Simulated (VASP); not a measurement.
# Bi2Se3 (Cmmm) in VASP: notebook

Runs on Bi2Se3. Level: PBE. Tasks: single point, relaxation of cell and atoms.

Everything below comes from runs of VASP 6.6.1. Logs are shortened: lines on timing, memory, paths and dates and some standing lists are left out, and cuts for length are marked.

### Step 1. The cell of the first run

The structure is orthorhombic, space group Cmmm (No. 65). Conventional cell: a = 5.402 Å, b = 9.450 Å, c = 6.156 Å, α = 90.00°, β = 90.00°, γ = 90.00°. Bi (site symmetry m2m) has 3 Bi at 3.10 to 3.20 Å and 4 Se at 3.45 Å within 4.1 Å. Se (site symmetry 2/m) has 4 Se at 2.70 to 2.72 Å and 4 Bi at 3.45 Å within 3.6 Å. Within 3.6 Å of Se (site symmetry mmm) lie 4 Se at 2.72 Å.

### Step 2. Single point, PBE

INCAR

```
SYSTEM = Bi2Se3
ALGO = Normal
EDIFF = 1E-6
ENCUT = 520
GGA = PE
ISIF = 2
ISMEAR = 0
LASPH = .True.
LCHARG = .False.
LREAL = .False.
LWAVE = .False.
NBANDS = 32
NELM = 80
PREC = Accurate
SIGMA = 0.1
```

KPOINTS

```
k-points
0
Gamma
  4 4 2
  0 0 0
```

POSCAR

```
Bi2Se3
1.0
    2.7009183058     -4.7250967589      0.0000000000
    2.7009183058      4.7250967589      0.0000000000
    0.0000000000      0.0000000000      6.1560436637
Bi Se
2 3
Direct
    0.1692798571      0.8307201429      0.0000000000
    0.8307201429      0.1692798571      0.0000000000
    0.0000000000      0.5000000000      0.5000000000
    0.5000000000      0.0000000000      0.5000000000
    0.5000000000      0.5000000000      0.5000000000
```

Potentials or basis: VASP PAW PBE potentials, release 64 (Bi_d, Se).

Launch:

```console
$ cat potpaw_PBE.64/Bi_d/POTCAR potpaw_PBE.64/Se/POTCAR > POTCAR
$ mpirun -np 1 vasp_std > vasp.out
```

OUTCAR:

```text
SYSTEM = Bi2Se3
   EDIFF = 1E-6
   ENCUT = 520
   GGA = PE
   ISIF = 2
   ISMEAR = 0
   LASPH = .True.
   LREAL = .False.
   NELM = 80
   PREC = Accurate

 ion  position               nearest neighbor table
   1  0.169  0.831  0.000-   2 3.10   2 3.10   2 3.20
   2  0.831  0.169  0.000-   1 3.10   1 3.10   1 3.20
   3  0.000  0.500  0.500-   4 2.70   4 2.70   5 2.72   5 2.72
   4  0.500  0.000  0.500-   3 2.70   3 2.70   5 2.72   5 2.72
   5  0.500  0.500  0.500-   3 2.72   4 2.72   4 2.72   3 2.72

  LATTYP: Found a base centered orthorhombic cell.
 ALAT       =     5.4018366116
 B/A-ratio  =     1.7494408286
 C/A-ratio  =     1.1396204858

  Lattice vectors:

 A1 = (   2.7009183058,  -4.7250967589,   0.0000000000)
 A2 = (   2.7009183058,   4.7250967589,   0.0000000000)
 A3 = (   0.0000000000,   0.0000000000,   6.1560436637)

Analysis of symmetry for initial positions (statically):
=====================================================================
 Subroutine PRICEL returns:
 Original cell was already a primitive cell.

 Routine SETGRP: Setting up the symmetry group for a
 base centered orthorhombic supercell.

 Subroutine GETGRP returns: Found  8 space group operations
 (whereof  8 operations were pure point group operations)
 out of a pool of  8 trial point group operations.

The static configuration has the point symmetry D_2h.

Analysis of symmetry for dynamics (positions and initial velocities):
=====================================================================
 Subroutine PRICEL returns:
 Original cell was already a primitive cell.

 Routine SETGRP: Setting up the symmetry group for a
 base centered orthorhombic supercell.

 Subroutine GETGRP returns: Found  8 space group operations
 (whereof  8 operations were pure point group operations)
 out of a pool of  8 trial point group operations.

The dynamic configuration has the point symmetry D_2h.

 Subroutine INISYM returns: Found  8 space group operations
 (whereof  8 operations are pure point group operations),
 and found     1 'primitive' translations

----------------------------------------------------------------------------------------

                                     Primitive cell

  volume of cell :     157.1281

  direct lattice vectors                    reciprocal lattice vectors
     2.700918306 -4.725096759  0.000000000     0.185122223 -0.105817939  0.000000000
     2.700918306  4.725096759  0.000000000     0.185122223  0.105817939  0.000000000
     0.000000000  0.000000000  6.156043664     0.000000000  0.000000000  0.162441993

  length of vectors
     5.442563649  5.442563649  6.156043664     0.213231502  0.213231502  0.162441993

  position of ions in fractional coordinates (direct lattice)
     0.169279857  0.830720143  0.000000000
     0.830720143  0.169279857  0.000000000
     0.000000000  0.500000000  0.500000000
     0.500000000  0.000000000  0.500000000
     0.500000000  0.500000000  0.500000000

  ion indices of the primitive-cell ions
   primitive index   ion index
                 1           1
                 2           2
                 3           3
                 4           4
                 5           5

----------------------------------------------------------------------------------------

 KPOINTS: k-points

Automatic generation of k-mesh.
 Grid dimensions read from file:
 generate k-points for:    4    4    2

 Generating k-lattice:

  Cartesian coordinates                     Fractional coordinates (reciprocal lattice)
     0.046280556 -0.026454485  0.000000000     0.250000000  0.000000000  0.000000000
     0.046280556  0.026454485  0.000000000     0.000000000  0.250000000  0.000000000
     0.000000000  0.000000000  0.081220996     0.000000000  0.000000000  0.500000000

  Length of vectors
     0.053307876  0.053307876  0.081220996

  Shift w.r.t. Gamma in fractional coordinates (k-lattice)
     0.000000000  0.000000000  0.000000000

 Subroutine IBZKPT returns following result:
 ===========================================

 Found     14 irreducible k-points:

 Following reciprocal coordinates:
            Coordinates               Weight
  0.000000  0.000000  0.000000      1.000000
  0.250000 -0.000000  0.000000      4.000000
  0.500000 -0.000000  0.000000      2.000000
  0.250000  0.250000  0.000000      2.000000
  0.500000  0.250000  0.000000      4.000000
 -0.250000  0.250000  0.000000      2.000000
  0.500000  0.500000  0.000000      1.000000
  0.000000  0.000000  0.500000      1.000000
  0.250000 -0.000000  0.500000      4.000000
  0.500000 -0.000000  0.500000      2.000000
  0.250000  0.250000  0.500000      2.000000
  0.500000  0.250000  0.500000      4.000000
 -0.250000  0.250000  0.500000      2.000000
  0.500000  0.500000  0.500000      1.000000
   k-points           NKPTS =     14   k-points in BZ     NKDIM =     14   number of bands    NBANDS=     32
   number of dos      NEDOS =    301   number of ions     NIONS =      5
   total plane-waves  NPLWV =  76800
   dimension x,y,z NGX =    40 NGY =   40 NGZ =   48
   dimension x,y,z NGXF=    80 NGYF=   80 NGZF=   96
   ions per type =               2   3
   NGX,Y,Z   is equivalent  to a cutoff of  12.22, 12.22, 12.96 a.u.
   NGXF,Y,Z  is equivalent  to a cutoff of  24.44, 24.44, 25.93 a.u.
 SYSTEM =  Bi2Se3
   PREC   = accura    normal or accurate (medium, high low for compatibility)
   ISTART =      0    job   : 0-new  1-cont  2-samecut
   ICHARG =      2    charge: 1-file 2-atom 10-const
   ISPIN  =      1    spin polarized calculation?
   LNONCOLLINEAR =      F non collinear calculations
   LSORBIT =      F    spin-orbit coupling
   LASPH  =      T    aspherical Exc in radial PAW
   ENCUT  =  520.0 eV  38.22 Ry    6.18 a.u.  10.12 10.12 11.45*2*pi/ulx,y,z
   NELM   =     80;   NELMIN=  2; NELMDL= -5     # of ELM steps
   EDIFF  = 0.1E-05   stopping-criterion for ELM
   LREAL  =      F    real-space projection
   EDIFFG = 0.1E-04   stopping-criterion for IOM
   NSW    =      0    number of steps for IOM
   IBRION =     -1    ionic relax: 0-MD 1-quasi-New 2-CG
   NFREE  =      0    steps in history (QN), initial steepest desc. (CG)
   ISIF   =      2    stress and relaxation
   ISYM   =      2    0-nonsym 1-usesym 2-fastsym
   POTIM  = 0.5000    time-step for ionic-motion
[... 45 lines left out ...]

 k-point     1 :       0.0000    0.0000    0.0000
  band No.  band energies     occupation
      1     -18.8470      2.00000
      2     -18.7831      2.00000
      3     -18.7601      2.00000
      4     -18.7550      2.00000
      5     -18.7245      2.00000
      6     -18.6824      2.00000
[... 24 lines left out ...]
     31       8.3253      0.00000
     32       8.7756      0.00000

 k-point     2 :       0.2500   -0.0000    0.0000
  band No.  band energies     occupation
      1     -18.8462      2.00000
      2     -18.7985      2.00000
      3     -18.7770      2.00000
      4     -18.7623      2.00000
      5     -18.7610      2.00000
      6     -18.6902      2.00000
[... 24 lines left out ...]
     31       9.1261      0.00000
     32       9.6503      0.00000

 k-point     3 :       0.5000   -0.0000    0.0000
  band No.  band energies     occupation
      1     -18.8457      2.00000
      2     -18.8299      2.00000
      3     -18.7842      2.00000
      4     -18.7746      2.00000
      5     -18.7551      2.00000
      6     -18.7027      2.00000
[... 24 lines left out ...]
     31       9.9282      0.00000
     32       9.9530      0.00000

 k-point     4 :       0.2500    0.2500    0.0000
  band No.  band energies     occupation
      1     -18.8494      2.00000
      2     -18.8262      2.00000
      3     -18.7859      2.00000
      4     -18.7767      2.00000
      5     -18.7511      2.00000
      6     -18.7059      2.00000
[... 24 lines left out ...]
     31       9.7240      0.00000
     32      10.4820      0.00000

 k-point     5 :       0.5000    0.2500    0.0000
  band No.  band energies     occupation
      1     -18.8397      2.00000
      2     -18.8260      2.00000
      3     -18.7882      2.00000
      4     -18.7845      2.00000
      5     -18.7392      2.00000
      6     -18.7104      2.00000
[... 24 lines left out ...]
     31       9.7819      0.00000
     32      10.3437      0.00000

 k-point     6 :      -0.2500    0.2500    0.0000
  band No.  band energies     occupation
      1     -18.8422      2.00000
      2     -18.7858      2.00000
      3     -18.7838      2.00000
      4     -18.7709      2.00000
      5     -18.7507      2.00000
      6     -18.6922      2.00000
[... 24 lines left out ...]
     31       9.0028      0.00000
     32       9.9921      0.00000

 k-point     7 :       0.5000    0.5000    0.0000
  band No.  band energies     occupation
      1     -18.8340      2.00000
      2     -18.8058      2.00000
      3     -18.8035      2.00000
      4     -18.7884      2.00000
      5     -18.7361      2.00000
      6     -18.7073      2.00000
[... 24 lines left out ...]
     31      10.0104      0.00000
     32      10.8371      0.00000

 k-point     8 :       0.0000    0.0000    0.5000
  band No.  band energies     occupation
      1     -18.8462      2.00000
      2     -18.7834      2.00000
      3     -18.7603      2.00000
      4     -18.7550      2.00000
      5     -18.7244      2.00000
      6     -18.6825      2.00000
[... 24 lines left out ...]
     31       8.3627      0.00000
     32      10.1250      0.00000

 k-point     9 :       0.2500   -0.0000    0.5000
  band No.  band energies     occupation
      1     -18.8456      2.00000
      2     -18.7984      2.00000
      3     -18.7774      2.00000
      4     -18.7621      2.00000
      5     -18.7613      2.00000
      6     -18.6903      2.00000
[... 24 lines left out ...]
     31       8.8358      0.00000
     32      10.8833      0.00000

 k-point    10 :       0.5000   -0.0000    0.5000
  band No.  band energies     occupation
      1     -18.8455      2.00000
      2     -18.8297      2.00000
      3     -18.7839      2.00000
      4     -18.7749      2.00000
      5     -18.7555      2.00000
      6     -18.7028      2.00000
[... 24 lines left out ...]
     31      10.2804      0.00000
     32      10.3259      0.00000

 k-point    11 :       0.2500    0.2500    0.5000
  band No.  band energies     occupation
      1     -18.8493      2.00000
      2     -18.8260      2.00000
      3     -18.7855      2.00000
      4     -18.7771      2.00000
      5     -18.7515      2.00000
      6     -18.7060      2.00000
[... 24 lines left out ...]
     31       9.6684      0.00000
     32      10.4801      0.00000

 k-point    12 :       0.5000    0.2500    0.5000
  band No.  band energies     occupation
      1     -18.8392      2.00000
      2     -18.8259      2.00000
      3     -18.7879      2.00000
      4     -18.7849      2.00000
      5     -18.7394      2.00000
      6     -18.7106      2.00000
[... 24 lines left out ...]
     31       9.5551      0.00000
     32      10.4446      0.00000

 k-point    13 :      -0.2500    0.2500    0.5000
  band No.  band energies     occupation
      1     -18.8414      2.00000
      2     -18.7862      2.00000
      3     -18.7838      2.00000
      4     -18.7708      2.00000
      5     -18.7509      2.00000
      6     -18.6923      2.00000
[... 24 lines left out ...]
     31       8.9347      0.00000
     32      10.4347      0.00000

 k-point    14 :       0.5000    0.5000    0.5000
  band No.  band energies     occupation
      1     -18.8333      2.00000
      2     -18.8058      2.00000
      3     -18.8033      2.00000
      4     -18.7888      2.00000
      5     -18.7362      2.00000
      6     -18.7075      2.00000
[... 24 lines left out ...]
     31      10.2182      0.00000
     32      10.2815      0.00000

------------------------ aborting loop because EDIFF is reached ----------------------------------------

  FORCE on cell =-STRESS in cart. coord.  units (eV):
  Direction    XX          YY          ZZ          XY          YZ          ZX
  --------------------------------------------------------------------------------------
  -------------------------------------------------------------------------------------
  Total       -0.0213632     -0.0235107     -0.0266030     -0.0000000      0.0000000      0.0000000
  in kB       -0.2178324     -0.2397294     -0.2712614     -0.0000000      0.0000000      0.0000000
  external PRESSURE =      -0.2429411 kB  Pullay stress =       0.0000000 kB

 VOLUME and BASIS-vectors are now :
 -----------------------------------------------------------------------------
  energy-cutoff  :      520.00
  volume of cell :      157.13
      direct lattice vectors                 reciprocal lattice vectors
     2.700918306 -4.725096759  0.000000000     0.185122223 -0.105817939  0.000000000
     2.700918306  4.725096759  0.000000000     0.185122223  0.105817939  0.000000000
     0.000000000  0.000000000  6.156043664     0.000000000  0.000000000  0.162441993

 POSITION                                       TOTAL-FORCE (eV/Angst)
 -----------------------------------------------------------------------------------
      2.70092      3.12537      0.00000         0.000000     -0.002940      0.000000
      2.70092     -3.12537      0.00000         0.000000      0.002940      0.000000
      1.35046      2.36255      3.07802         0.000000     -0.000000      0.000000
      1.35046     -2.36255      3.07802         0.000000     -0.000000      0.000000
      2.70092      0.00000      3.07802        -0.000000      0.000000      0.000000
 -----------------------------------------------------------------------------------
    total drift:                                0.000000      0.000000      0.000000

  FREE ENERGIE OF THE ION-ELECTRON SYSTEM (eV)
  ---------------------------------------------------
  free  energy   TOTEN  =       -17.3748221980 eV

  energy  without entropy=      -17.3565806478  energy(sigma->0) =      -17.36570142
```

Run time: 64 s. Hardware: 1 thread of Intel Xeon 6975P-C, shared host; peak memory 0.28 GiB.

What came out:

```yaml
Free_energy: -17.3748 eV
Pressure: 0.0 GPa
Band_gap_on_the_k_mesh: zero (band 24 reaches 5.14 eV, above the bottom of band 25 at 2.97 eV)
```

Forces in eV/Å, atoms in the order of the input:
```
Bi   0.000 -0.003  0.000
Bi   0.000  0.003  0.000
Se   0.000  0.000  0.000
Se   0.000  0.000  0.000
Se   0.000  0.000  0.000
```

Caveat: the k points lie up to 0.51 Å⁻¹ apart; spin-orbit coupling is left out, which moves the levels of the heavy elements; this functional lacks dispersion, which binds the layers, so the pressure and a relaxed spacing across them are unreliable.

### Step 3. Relaxation of cell and atoms, PBE

This run uses another cell than the first one, of 29.44 Å³/atom, 0.937 times its volume.

INCAR

```
  PREC = Accurate
  ENCUT = 600
  EDIFF = 1E-6
  ISMEAR = 0
  SIGMA = 0.1
  LREAL = F
  LASPH = T
  NELM = 80
  ALGO = Normal
  ISIF = 3
  LWAVE = F
  LCHARG = F
  GGA = PE
  IBRION = 2
  NSW = 90
  EDIFFG = -0.04
```

KPOINTS

```
regular mesh
0
Gamma
  4 4 2
```

POSCAR

```
Bi2Se3
1.0
    2.4338543300     -3.6616886000      0.0000000000
    2.4338543300      3.6616886000      0.0000000000
    0.0000000000      0.0000000000      8.2574010200
Bi Se
2 3
Direct
    0.2217916400      0.7782083600      0.0000000000
    0.7782083600      0.2217916400      0.0000000000
    0.0000000000      0.5000000000      0.5000000000
    0.5000000000      0.0000000000      0.5000000000
    0.5000000000      0.5000000000      0.5000000000
```

Potentials or basis: VASP PAW PBE potentials, release 64 (Bi_d, Se).

Launch:

```console
$ cat potpaw_PBE.64/Bi_d/POTCAR potpaw_PBE.64/Se/POTCAR > POTCAR
$ mpirun -np 1 vasp_std > vasp.out
```

Wall time 14 min (1 thread of Intel Xeon 6975P-C, shared host); peak memory 0.34 GiB.

Results (log left out):

- Free energy: -17.3680 eV
- Relaxed volume: 31.41 Å³/atom
- Relaxed cell: a = 5.438 Å, b = 5.438 Å, c = 6.158 Å, α = 90.00°, β = 90.00°, γ = 120.42°
- Space group after relaxing (to 0.05 Å): Cmmm (No. 65)
- Energy gained by relaxing: 1755.5 meV/atom
- Ionic steps: 20
- Pressure after relaxing: 0.0 GPa
- Largest force after relaxing: 0.010 eV/Å
- Band gap on the k mesh: zero (band 24 reaches 5.15 eV, above the bottom of band 25 at 2.98 eV)

Forces in eV/Å, atoms in the order of the input:
```
Bi   0.000 -0.010  0.000
Bi   0.000  0.010  0.000
Se   0.000  0.000  0.000
Se   0.000  0.000  0.000
Se   0.000  0.000  0.000
```

The path:
```csv
step,energy change (eV),largest force (eV/Å),pressure (GPa),volume (Å³)
1,0.0000,2.6709,35.61,147.18
2,-2.5839,0.7959,-5.84,316.55
3,-6.9821,1.1055,-2.27,211.46
4,-7.0335,1.1298,-1.56,207.33
5,-7.0592,1.1704,-0.38,201.32
6,-7.0593,1.1618,-0.63,202.48
7,-7.2447,1.0931,-0.68,200.05
8,-7.7677,0.7478,-1.14,192.25
9,-8.2755,1.2180,-1.50,174.62
10,-8.2686,0.7633,-1.59,178.24
11,-8.4849,0.9732,-1.31,169.24
12,-8.1461,0.8907,4.57,141.66
13,-8.6018,1.0191,-0.67,161.67
14,-8.6211,0.9956,0.11,156.27
15,-8.6234,1.0083,-0.18,158.13
16,-8.7107,0.5998,-0.38,157.60
17,-8.7530,0.1438,-0.37,156.77
18,-8.7714,0.0106,0.64,154.59
19,-8.7715,0.0231,0.57,154.75
20,-8.7774,0.0104,0.04,157.03
```

Final structure:
```
Bi Se
1.0
     2.70165   -4.71917    0.00000
     2.70165    4.71917    0.00000
     0.00000    0.00000    6.15833
Bi Se
2 3
Direct
  0.16922 0.83078 0.00000
  0.83078 0.16922 0.00000
  0.00000 0.50000 0.50000
  0.50000 0.00000 0.50000
  0.50000 0.50000 0.50000
```

Levels at points of the mesh, in eV from the Fermi level:
```
           k point  band 20  band 21  band 22  band 23  band 24  band 25  band 26  band 27  band 28
(0.00, 0.00, 0.00)    -2.10    -1.98    -1.17    -0.51     0.93     1.52     1.57     1.92     2.95
(0.50, 0.00, 0.00)    -2.07    -1.73    -1.67    -1.10    -0.92    -0.82     1.29     2.63     2.91
(0.50, 0.50, 0.00)    -1.76    -1.36    -1.29    -1.27    -1.12    -1.07    -0.10     2.47     2.55
(0.00, 0.00, 0.50)    -3.06    -1.86    -1.56    -0.20     0.41     1.11     1.60     2.41     2.91
(0.50, 0.00, 0.50)    -1.95    -1.59    -1.38    -1.11    -0.83    -0.20    -0.04     0.65     2.74
(0.50, 0.50, 0.50)    -1.95    -1.37    -1.32    -1.09    -0.57    -0.23     0.13     1.20     2.71
```

Caveat: the k points lie up to 0.51 Å⁻¹ apart in the final cell; spin-orbit coupling is left out, which moves the levels of the heavy elements; this functional lacks dispersion, which binds the layers, so the pressure and a relaxed spacing across them are unreliable.
